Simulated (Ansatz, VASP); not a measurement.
**SnSe: VASP beside Ansatz**

```
CELL_PARAMETERS angstrom
4.32818 0.00000 0.00000
0.00000 4.32818 0.00000
0.00000 0.00000 10.99069
ATOMIC_POSITIONS crystal
Sn 0.50000 0.00000 0.37223
Sn 0.00000 0.50000 0.62777
Se 0.50000 0.00000 0.61604
Se 0.00000 0.50000 0.38396
```

Change from the starting cell: strain +0.0100 x Voigt [1, 1, 0, 0, 0, 0], atoms carried along.

Alike in both runs: task single point; functional LDA; k mesh 6 × 6 × 4; occupations gaussian, width 0.05 eV; no spin polarisation.

|  | VASP | Ansatz |
| --- | --- | --- |
| version | VASP 6.6.1 | Ansatz 0.2.0 |
| potentials or method | VASP PAW LDA potentials, release 64 (Sn_d, Se), cutoff 520 eV | scalar-relativistic, plane waves, PAW |
| valence electrons in the cell | 40 | 60 |

```tsv
	VASP	Ansatz	Ansatz less VASP
gap on the k mesh at the Fermi level (eV)	1.45	1.46	+0.013
least direct gap on the mesh (eV)	1.45	1.46	+0.013
rms of the force components (eV/Å)	0.113	0.125	+0.0114
```

LDA's correlation is that of Perdew and Zunger in VASP and of Perdew and Wang (1992) in Ansatz. Atom by atom the forces differ by 0.013 eV/Å (rms over components). VASP's potentials hold 40 valence electrons a cell and Ansatz's 60, so a difference there can come from the potentials and not from the codes.
